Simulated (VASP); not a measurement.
Input of a VASP 6.6.1 run:

The input POSCAR:

```
NaCl
1.0
    3.5021900000      0.0000000000      0.0000000000
    0.0000000000      3.5021900000      0.0000000000
    0.0000000000      0.0000000000      3.5021900000
Cl Na
1 1
Direct
    0.5000000000      0.5000000000      0.5000000000
    0.0000000000      0.0000000000      0.0000000000
```

File INCAR.step1:

```
  PREC = Accurate
  ENCUT = 520
  EDIFF = 1E-5
  ISMEAR = -1
  SIGMA = 0.05
  LREAL = False
  LASPH = True
  NELM = 100
  ALGO = Normal
  ISIF = 2
  LWAVE = True
  LCHARG = False
  GGA = PE
  NBANDS = 14
```

The input INCAR.step2:

```
  PREC = Accurate
  ENCUT = 520
  EDIFF = 1E-6
  ISMEAR = -1
  SIGMA = 0.05
  LREAL = False
  LASPH = True
  NELM = 100
  ALGO = Normal
  ISIF = 2
  LWAVE = False
  LCHARG = False
  GGA = PE
  LHFCALC = True
  AEXX = 0.4
  HFSCREEN = 0.2
  PRECFOCK = Normal
  ISTART = 1
  NBANDS = 14
```

KPOINTS

```
regular mesh
0
Gamma
  4 4 4
```

Potentials or basis: VASP PAW PBE potentials, release 64 (Cl, Na_pv).

The run is started by

```console
$ cat potpaw_PBE.64/Cl/POTCAR potpaw_PBE.64/Na_pv/POTCAR > POTCAR
$ cp INCAR.step1 INCAR
$ mpirun -np 1 vasp_std > vasp.out
$ cp INCAR.step2 INCAR
$ mpirun -np 1 vasp_std > vasp.out
```

Estimate the pressure.

-0.7 GPa.

Predict the band gap on the k mesh.

6.14 eV (least direct gap 6.69 eV).

Caveat: the k points lie up to 0.45 Å⁻¹ apart; the PAW data sets were made with another functional, which shifts forces and pressure a little. A k mesh can miss the band edges.
